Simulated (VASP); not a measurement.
# Hf (Im-3m) in VASP: a series of runs

The runs below take Hf through single point, with PBEsol.

All numbers are computed with VASP 6.6.1; they aren't measurements. Logs are shortened: lines on timing, memory, paths and dates and some standing lists are left out, and cuts for length are marked.

## Step 1: The cell of the first run

It takes space group Im-3m (No. 229, cubic). Conventional cell: a = 3.492 Å, b = 3.492 Å, c = 3.492 Å, α = 90.00°, β = 90.00°, γ = 90.00°. Within 4.0 Å of Hf (site symmetry m-3m) lie 14 Hf at 3.02 to 3.49 Å.

## Step 2: Single point, PBEsol

Contents of INCAR:

```
SYSTEM = Hf
  PREC = Accurate
  ENCUT = 520
  EDIFF = 1E-6
  ISMEAR = -1
  SIGMA = 0.1
  LREAL = .FALSE.
  LASPH = .TRUE.
  NELM = 60
  ALGO = Normal
  ISIF = 2
  LWAVE = .FALSE.
  LCHARG = .FALSE.
  GGA = PS
  NBANDS = 11
```

Contents of KPOINTS:

```
Automatic mesh
0
G
  12 12 12
  0 0 0
```

Contents of POSCAR:

```
Hf
1.0
   -1.7460743118      1.7460743118      1.7460743118
    1.7460743118     -1.7460743118      1.7460743118
    1.7460743118      1.7460743118     -1.7460743118
Hf
1
Direct
    0.0000000000      0.0000000000      0.0000000000
```

Potentials or basis: VASP PAW PBE potentials, release 64 (Hf_pv).

Started as:

```sh
$ cat potpaw_PBE.64/Hf_pv/POTCAR > POTCAR
$ mpirun -np 1 vasp_std > vasp.out
```

OUTCAR:

```text
SYSTEM = Hf
   PREC = Accurate
   ENCUT = 520
   EDIFF = 1E-6
   ISMEAR = -1
   LREAL = .FALSE.
   LASPH = .TRUE.
   NELM = 60
   ISIF = 2
   GGA = PS

 ion  position               nearest neighbor table
   1  0.000  0.000  0.000-

  LATTYP: Found a body centered cubic cell.
 ALAT       =     3.4921486236

  Lattice vectors:

 A1 = (  -1.7460743118,   1.7460743118,   1.7460743118)
 A2 = (   1.7460743118,  -1.7460743118,   1.7460743118)
 A3 = (   1.7460743118,   1.7460743118,  -1.7460743118)

Analysis of symmetry for initial positions (statically):
=====================================================================
 Subroutine PRICEL returns:
 Original cell was already a primitive cell.

 Routine SETGRP: Setting up the symmetry group for a
 body centered cubic supercell.

 Subroutine GETGRP returns: Found 48 space group operations
 (whereof 48 operations were pure point group operations)
 out of a pool of 48 trial point group operations.

The static configuration has the point symmetry O_h .

Analysis of symmetry for dynamics (positions and initial velocities):
=====================================================================
 Subroutine PRICEL returns:
 Original cell was already a primitive cell.

 Routine SETGRP: Setting up the symmetry group for a
 body centered cubic supercell.

 Subroutine GETGRP returns: Found 48 space group operations
 (whereof 48 operations were pure point group operations)
 out of a pool of 48 trial point group operations.

The dynamic configuration has the point symmetry O_h .

 Subroutine INISYM returns: Found 48 space group operations
 (whereof 48 operations are pure point group operations),
 and found     1 'primitive' translations

----------------------------------------------------------------------------------------

                                     Primitive cell

  volume of cell :      21.2936

  direct lattice vectors                    reciprocal lattice vectors
    -1.746074312  1.746074312  1.746074312     0.000000000  0.286356655  0.286356655
     1.746074312 -1.746074312  1.746074312     0.286356655  0.000000000  0.286356655
     1.746074312  1.746074312 -1.746074312     0.286356655  0.286356655  0.000000000

  length of vectors
     3.024289422  3.024289422  3.024289422     0.404969466  0.404969466  0.404969466

  position of ions in fractional coordinates (direct lattice)
[... 82 lines left out ...]
   NFREE  =      0    steps in history (QN), initial steepest desc. (CG)
   ISIF   =      2    stress and relaxation
   ISYM   =      2    0-nonsym 1-usesym 2-fastsym
   POTIM  = 0.5000    time-step for ionic-motion
   TEBEG  =    0.0;   TEEND  =   0.0 temperature during run
   PSTRESS=    0.0 pullay stress
   NELECT =      10.0000    total number of electrons
   NUPDOWN=      -1.0000    fix difference up-down
   EMIN   =  10.00;   EMAX   =-10.00  energy-range for DOS
   EFERMI =   0.00;   METHOD = LEGACY
   ISMEAR =    -1;   SIGMA  =   0.10  broadening in eV -4-tet -1-fermi 0-gaus
   EFERMI_NEDOS =   21; number of points for ismear=-14 and -15
   IALGO  =     38    algorithm
   IMIX   =      4    mixing-type and parameters
     AMIX     =   0.40;   BMIX     =  1.00
     AMIX_MAG =   1.60;   BMIX_MAG =  1.00
  volume/ion in A,a.u.               =      21.29       143.70
  Fermi-wavevector in a.u.,A,eV,Ry     =   1.272503  2.404682 22.031419  1.619264
  Thomas-Fermi vector in A             =   2.405378
   LORBIT       =      0    0 simple, 1 ext, 2 COOP (PROOUT), +10 PAW based schemes
   GGA     = PS    functional components
   LHFCALC =     F    Hartree Fock is set to
   AEXX    =    0.0000 exact exchange contribution
   IVDW    =     0    specifies the selected vdW correction
   LEPSILON=     F    determine dielectric tensor
   LRPA    =     F    only Hartree local field effects (RPA)
 non-spin polarized calculation
  energy-cutoff  :      520.00
  volume of cell :       21.29
 maximum number of plane-waves:       603
   NGX = 11   NGY = 11   NGZ = 11

 number of electron      10.0000000 magnetization

 number of electron       9.9999998 magnetization

 Free energy of the ion-electron system (eV)
  ---------------------------------------------------
  ext. energy  EPLUGINS =         0.00000000
  ---------------------------------------------------
  free energy    TOTEN  =       -10.36447114 eV

  energy without entropy =      -10.30590062  energy(sigma->0) =      -10.33518588

 E-fermi :   4.7368     XC(G=0): -11.6178

 val. band max:        4.7024515934   @ k =  -0.4167  -0.4167   0.1667
 cond. band min:       4.7376005505   @ k =  -0.2500   0.3333   0.0833
 fundamental gap:      0.0351489571
 Fermi energy:         4.7367538793

 k-point     1 :       0.0000    0.0000    0.0000
  band No.  band energies     occupation
      1     -24.8336      2.00000
      2     -24.8336      2.00000
      3     -24.8336      2.00000
      4      -2.4506      2.00000
      5       6.2991      0.00000
      6       6.2991      0.00000
      7       6.2991      0.00000
      8       9.2393      0.00000
      9       9.2393      0.00000
     10      18.3097      0.00000
     11      18.3097      0.00000
[... 309 lines left out ...]
 k-point    24 :       0.4167    0.0833    0.0833
  band No.  band energies     occupation
      1     -25.7398      2.00000
      2     -25.1909      2.00000
      3     -24.9039      2.00000
      4       1.7739      2.00000
      5       4.0339      1.99823
      6       5.5897      0.00039
      7       9.3348      0.00000
      8      10.1893      0.00000
      9      13.5259      0.00000
     10      14.3483      0.00000
     11      16.1817      0.00000

 [... further k-points ...]

------------------------ aborting loop because EDIFF is reached ----------------------------------------

  FORCE on cell =-STRESS in cart. coord.  units (eV):
  Direction    XX          YY          ZZ          XY          YZ          ZX
  --------------------------------------------------------------------------------------
  -------------------------------------------------------------------------------------
  Total       -0.0311230     -0.0311230     -0.0311230      0.0000000      0.0000000      0.0000000
  in kB       -2.3417675     -2.3417675     -2.3417675      0.0000000      0.0000000      0.0000000
  external PRESSURE =      -2.3417675 kB  Pullay stress =       0.0000000 kB

 VOLUME and BASIS-vectors are now :
 -----------------------------------------------------------------------------
  energy-cutoff  :      520.00
  volume of cell :       21.29
      direct lattice vectors                 reciprocal lattice vectors
    -1.746074312  1.746074312  1.746074312     0.000000000  0.286356655  0.286356655
     1.746074312 -1.746074312  1.746074312     0.286356655  0.000000000  0.286356655
     1.746074312  1.746074312 -1.746074312     0.286356655  0.286356655  0.000000000

 POSITION                                       TOTAL-FORCE (eV/Angst)
 -----------------------------------------------------------------------------------
      0.00000      0.00000      0.00000        -0.000000      0.000000     -0.000000
 -----------------------------------------------------------------------------------
    total drift:                                0.000000      0.000000      0.000000

  FREE ENERGIE OF THE ION-ELECTRON SYSTEM (eV)
  ---------------------------------------------------
  free  energy   TOTEN  =       -10.3644711395 eV

  energy  without entropy=      -10.3059006193  energy(sigma->0) =      -10.33518588
```

OSZICAR:

```text
N       E                     dE             d eps       ncg     rms          rms(c)
DAV:   1     0.131246812307E+02    0.13125E+02   -0.57459E+03  1584   0.847E+02
DAV:   2    -0.102221204998E+02   -0.23347E+02   -0.22521E+02  2027   0.158E+02
DAV:   3    -0.107060502068E+02   -0.48393E+00   -0.47833E+00  1951   0.154E+01
DAV:   4    -0.107079468669E+02   -0.18967E-02   -0.18962E-02  1782   0.114E+00
DAV:   5    -0.107079561561E+02   -0.92892E-05   -0.92896E-05  1963   0.724E-02    0.458E+01
DAV:   6    -0.104526292144E+02    0.25533E+00   -0.21184E-01  1770   0.332E+00    0.267E+01
DAV:   7    -0.103678894249E+02    0.84740E-01   -0.28932E-01  1779   0.376E+00    0.119E+00
DAV:   8    -0.103644479446E+02    0.34415E-02   -0.18721E-02  1731   0.967E-01    0.870E-02
DAV:   9    -0.103644687950E+02   -0.20850E-04   -0.19478E-04  2024   0.129E-01    0.438E-02
DAV:  10    -0.103644711245E+02   -0.23295E-05   -0.86941E-06  1810   0.231E-02    0.297E-02
DAV:  11    -0.103644711395E+02   -0.15065E-07   -0.11344E-06  1340   0.835E-03
   1 F= -.10364471E+02 E0= -.10335186E+02  d E =-.585705E-01
```

Run time: 16 s. Hardware: 1 thread of Intel Xeon 8259CL, shared host; peak memory 0.15 GiB.

Results:

- Free energy: -10.3645 eV
- Pressure: -0.2 GPa
- Band gap on the k mesh: zero (band 5 reaches 6.30 eV, above the bottom of band 6 at 4.07 eV)

Levels at points of the mesh, in eV from the Fermi level:
| k point | band 2 | band 3 | band 4 | band 5 | band 6 | band 7 | band 8 | band 9 |
| --- | --- | --- | --- | --- | --- | --- | --- | --- |
| (0.00, 0.00, 0.00) | -29.57 | -29.57 | -7.19 | 1.56 | 1.56 | 1.56 | 4.50 | 4.50 |
| (0.50, 0.00, 0.00) | -29.88 | -29.58 | -3.52 | -0.58 | 1.30 | 4.35 | 5.41 | 8.08 |
| (0.50, 0.50, 0.50) | -30.25 | -30.25 | -2.77 | -2.77 | 7.18 | 7.18 | 7.18 | 7.65 |

Caveat: the PAW data sets were made with another functional, which shifts forces and pressure a little; spin-orbit coupling is left out, which moves the levels of the heavy elements.

## Step 3: Single point, PBEsol (volume scaled by 0.88)

Contents of INCAR:

```
SYSTEM = Hf
PREC = Accurate
ENCUT = 520
EDIFF = 1E-6
ISMEAR = -1
SIGMA = 0.1
LREAL = .False.
LASPH = .True.
NELM = 60
ALGO = Normal
ISIF = 2
LWAVE = .False.
LCHARG = .True.
GGA = PS
LELF = .True.
LVHAR = .True.
NBANDS = 11
```

Contents of KPOINTS:

```
Automatic mesh
0
Gamma
  14 14 14
  0 0 0
```

Contents of POSCAR:

```
Hf
1.0
   -1.6732350259      1.6732350259      1.6732350259
    1.6732350259     -1.6732350259      1.6732350259
    1.6732350259      1.6732350259     -1.6732350259
Hf
1
Direct
    0.0000000000      0.0000000000      0.0000000000
```

Potentials or basis: VASP PAW PBE potentials, release 64 (Hf_pv).

Started as:

```sh
$ cat potpaw_PBE.64/Hf_pv/POTCAR > POTCAR
$ mpirun -np 1 vasp_std > vasp.out
```

Wall time 23 s (1 thread of Intel Xeon 8259CL, shared host); peak memory 0.15 GiB.

It converged, with:

```yaml
Free_energy: -10.2439 eV
Pressure: 16.5 GPa
Band_gap_on_the_k_mesh: zero (band 5 reaches 7.29 eV, above the bottom of band 6 at 4.84 eV)
```

Levels at points of the mesh, in eV from the Fermi level:
```
           k point  band 1  band 2  band 3  band 4  band 5  band 6  band 7  band 8  band 9  band 10
(0.00, 0.00, 0.00)  -29.07  -29.07  -29.07   -7.57    1.64    1.64    1.64    4.97    4.97    13.89
(0.50, 0.00, 0.00)  -30.53  -29.53  -29.09   -3.97   -0.86    1.96    4.92    6.12    9.34    11.39
(0.50, 0.50, 0.50)  -30.07  -30.07  -30.07   -3.42   -3.42    8.23    8.23    8.23    8.83     8.83
```

Caveat: the PAW data sets were made with another functional, which shifts forces and pressure a little; spin-orbit coupling is left out, which moves the levels of the heavy elements.
